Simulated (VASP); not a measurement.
Input of a VASP 6.6.1 run:

INCAR

```
SYSTEM = NbH2
ALGO = Normal ; EDIFF = 1E-6
ENCUT = 500 ; GGA = CA
GGA_COMPAT = .False. ; ISIF = 2
ISMEAR = -1 ; LASPH = .True.
LCHARG = .False. ; LREAL = .False.
LWAVE = .False. ; NBANDS = 14
NELM = 120 ; PREC = Accurate
SIGMA = 0.03
```

KPOINTS

```
k-points
0
Gamma
  15 15 15
  0 0 0
```

File POSCAR:

```
NbH2
1.0
   -0.0228150000      2.2700925000      2.2700925000
    2.2700925000     -0.0228150000      2.2700925000
    2.2700925000      2.2700925000     -0.0228150000
Nb H
1 2
Direct
    0.0000000000      0.0000000000      0.0000000000
    0.2500000000      0.2500000000      0.2500000000
    0.7500000000      0.7500000000      0.7500000000
```

Potentials or basis: VASP PAW LDA potentials, release 64 (Nb_sv, H).

The run is started by

```sh
$ cat potpaw_LDA.64/Nb_sv/POTCAR potpaw_LDA.64/H/POTCAR > POTCAR
$ mpirun -np 1 vasp_std > vasp.out
```

Predict the pressure.

-8.3 GPa.

Predict the largest force.

0.081 eV/Å.

Stress tensor (GPa, compression positive):
```
-8.31  1.33  1.33
 1.33 -8.31  1.33
 1.33  1.33 -8.31
```

Caveat: the cell differs from its parent crystal (equal xy, yz and zx shear strains of -1 %).
